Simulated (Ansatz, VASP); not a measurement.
**YAgC4N4: VASP beside Ansatz**

Contents of INCAR:

```
SYSTEM = YAgC4N4
ALGO     = Normal         ! electronic algorithm
EDIFF    = 1E-6           ! SCF threshold, eV
EDIFFG   = -0.04          ! ionic threshold
ENCUT    = 600            ! plane-wave cutoff, eV
GGA      = PE             ! functional
IBRION   = 2              ! ionic algorithm
ISIF     = 3              ! what is computed and relaxed
ISMEAR   = 0              ! smearing method
LASPH    = .TRUE.         ! aspherical terms in the spheres
LCHARG   = .FALSE.        ! write CHGCAR
LREAL    = .FALSE.        ! projectors in reciprocal space
LWAVE    = .FALSE.        ! write WAVECAR
NELM     = 60             ! most SCF steps
NSW      = 90             ! ionic steps
PREC     = Accurate       ! precision mode
SIGMA    = 0.1            ! smearing width, eV
```

Contents of KPOINTS:

```
k-points
0
G
  4 4 4
  0 0 0
```

POSCAR

```
YAgC4N4
1.0
    6.2307641100      0.0000000000      0.0000000000
    0.0000000000      6.2307641100      0.0000000000
    0.0000000000      0.0000000000      6.2307641100
Y Ag C N
1 1 4 4
Direct
    0.0000000000      0.0000000000      0.0000000000
    0.5000000000      0.5000000000      0.5000000000
    0.1951445500      0.1951445500      0.1951445500
    0.1951445500      0.8048554500      0.8048554500
    0.8048554500      0.1951445500      0.8048554500
    0.8048554500      0.8048554500      0.1951445500
    0.3035581900      0.3035581900      0.3035581900
    0.3035581900      0.6964418100      0.6964418100
    0.6964418100      0.3035581900      0.6964418100
    0.6964418100      0.6964418100      0.3035581900
```

Input for Ansatz:

```yaml
crystal:
  lattice:
    - [6.23076411, 0.0, 0.0]
    - [0.0, 6.23076411, 0.0]
    - [0.0, 0.0, 6.23076411]
  atoms:
    - { symbol: "Y", position: [0.0, 0.0, 0.0] }
    - { symbol: Ag, position: [0.5, 0.5, 0.5] }
    - { symbol: C, position: [0.19514455, 0.19514455, 0.19514455] }
    - { symbol: C, position: [0.19514455, 0.80485545, 0.80485545] }
    - { symbol: C, position: [0.80485545, 0.19514455, 0.80485545] }
    - { symbol: C, position: [0.80485545, 0.80485545, 0.19514455] }
    - { symbol: "N", position: [0.30355819, 0.30355819, 0.30355819] }
    - { symbol: "N", position: [0.30355819, 0.69644181, 0.69644181] }
    - { symbol: "N", position: [0.69644181, 0.30355819, 0.69644181] }
    - { symbol: "N", position: [0.69644181, 0.69644181, 0.30355819] }
basis:
  ecutwfc: 420
kpoints:
  mp_grid: { grid: [4, 4, 4] }
hamiltonian:
  xc: pbe
scf:
  occupations: { method: gaussian, width: 0.1 }
  lower_state_search: "off"
output:
  forces: true
  stress: true
  eigenvalues: true
relax:
  adjacent_minimum: "off"
  f_tol: 0.04
  max_steps: 70
  cell: { stress_tol: 0.4 }
```

Alike in both runs: task relaxation of cell and atoms; functional PBE; k mesh 4 × 4 × 4; occupations gaussian, width 0.1 eV; no spin polarisation.

```csv
,VASP,Ansatz
version,VASP 6.6.1,Ansatz 0.2.0
potentials or method,"VASP PAW PBE potentials, release 64 (Y_sv, Ag, C, N), cutoff 600 eV","scalar-relativistic, plane waves, PAW"
valence electrons in the cell,58,66
```

VASP gave:

```
gap on the k mesh at the Fermi level, each at its own relaxed structure (eV) : 2.71
relaxed volume (Å³/atom)                                                     : 29.85
relaxed length of the cell vector where the two differ most in proportion (Å)              : 6.683
```

Task: Which values does Ansatz return?

Result: gap on the k mesh at the Fermi level, each at its own relaxed structure (eV): 2.73; relaxed volume (Å³/atom): 29.69; relaxed length of the cell vector where the two differ most in proportion (Å): 6.672.

VASP's potentials hold 58 valence electrons a cell and Ansatz's 66, so a difference there can come from the potentials and not from the codes.

Noted on VASP's run: the standard files for N, O and F lose accuracy on very short bonds; the volume moved by over 15 % at a fixed basis, so the end points are rough.
